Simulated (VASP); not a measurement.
ScAl3, 4 atoms in the cell. Symmetry: P4/mmm, No. 123, tetragonal system. The conventional cell has a = 3.908 Å, b = 3.908 Å, c = 3.746 Å, α = 90.00°, β = 90.00°, γ = 90.00°. Sc (site symmetry 4/mmm) has 12 Al at 2.71 to 2.76 Å within 3.6 Å. Within 3.6 Å of Al (site symmetry mmm) lie 4 Sc at 2.71 Å and 8 Al at 2.71 to 2.76 Å. Al (site symmetry 4/mmm) has 8 Al at 2.71 Å and 4 Sc at 2.76 Å within 3.6 Å.  This cell differs from its parent crystal: strain -0.040 along x and y, -0.080 along z.

| Quantity | Value |
| --- | --- |
| Program | VASP 6.6.1 |
| Task | single point |
| Functional | PBEsol |
| Potentials or basis | VASP PAW PBE potentials, release 64 (Sc_sv, Al) |
| Cutoff | 520 eV |
| k mesh | 12 × 12 × 12 |
| Occupations | gaussian, width 0.15 eV |
| Spin | no spin polarisation |
| Dipole correction | no |
| Further INCAR settings | ALGO = Fast; EDIFF = 1e-06; NBANDS = 18 |

Potentials or basis: VASP PAW PBE potentials, release 64 (Sc_sv, Al).

Run with:

```bash
$ cat potpaw_PBE.64/Sc_sv/POTCAR potpaw_PBE.64/Al/POTCAR > POTCAR
$ mpirun -np 1 vasp_std > vasp.out
```

Hardware: 1 thread of AMD EPYC 7R43 64-Core Processor (Zen 3) (shared host).

Q: Estimate the wall time of this run.

A: It took 3.6 min on 1 thread of AMD EPYC 7R43 64-Core Processor (Zen 3), on a shared host, peak memory 0.27 GiB. Counts: scf iterations 18, k points 196.
